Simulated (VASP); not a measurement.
## Ir12Cl: single point with PBE+D3(BJ)

System: Ir12Cl, a slab with vacuum.

```
Ir Cl
1.0
     5.43058    0.00000    0.00000
     2.71529    4.70302    0.00000
     0.00000    0.00000   16.43405
Ir Cl
12 1
Direct
  0.16666 0.16666 0.06085
  0.66666 0.16666 0.06085
  0.16667 0.66666 0.06085
  0.66668 0.66666 0.06085
  0.83907 0.32503 0.19674
  0.33835 0.35936 0.20297
  0.81860 0.83155 0.20378
  0.31602 0.89689 0.19581
  0.01597 0.05012 0.33114
  0.52033 0.06037 0.34999
  0.02517 0.54274 0.34127
  0.50061 0.58407 0.31298
  0.08581 0.13877 0.47015
```

```
Program             : VASP 6.6.1
Task                : single point
Functional          : PBE
Dispersion          : D3(BJ)
Potentials or basis : VASP PAW PBE potentials, release 64 (Ir, Cl)
Cutoff              : 520 eV
k mesh              : 3 × 3 × 1
Occupations         : fermi-dirac, width 0.05 eV
Spin                : no spin polarisation
```

```json
{"Largest force": "4.485 eV/Å", "Band gap on the k mesh": "zero (an odd number of electrons rules out a gap without spin polarisation)", "Dispersion energy per atom": "-0.468 eV"}
```

Forces on the atoms (eV/Å):
```
Ir   0.180  0.521 -0.497
Ir  -0.263  0.035  1.206
Ir  -0.170  0.030  1.225
Ir   0.052  0.214  0.825
Ir   0.145  1.914 -1.887
Ir  -0.735 -0.083 -1.004
Ir   1.835  1.033  0.131
Ir  -0.718 -1.922 -1.771
Ir  -0.277  0.058  0.473
Ir  -0.288 -0.632 -1.718
Ir  -0.455  0.384 -0.703
Ir   0.516 -1.631  4.146
Cl   0.178  0.080 -0.426
```

Levels at points of the mesh, in eV from the Fermi level:
```tsv
k point	band 55	band 56	band 57	band 58	band 59	band 60	band 61	band 62
(0.00, 0.00, 0.00)	0.36	0.44	0.49	0.65	0.70	0.75	0.91	1.02
```

Wall time 11 min on 1 thread of Intel(R) Xeon(R) Platinum 8259CL CPU @ 2.50GHz (Skylake/Cascade Lake), with other jobs on the host, peak memory 0.53 GiB.

Caveat: the k points lie up to 0.45 Å⁻¹ apart, too coarse for converged energies and pressures of a metal; the atoms stand as in a frame of molecular dynamics; spin-orbit coupling is left out, which moves the levels of the heavy elements; an odd number of electrons without spin polarisation forces a metal; a magnetic or distorted state may lie lower.
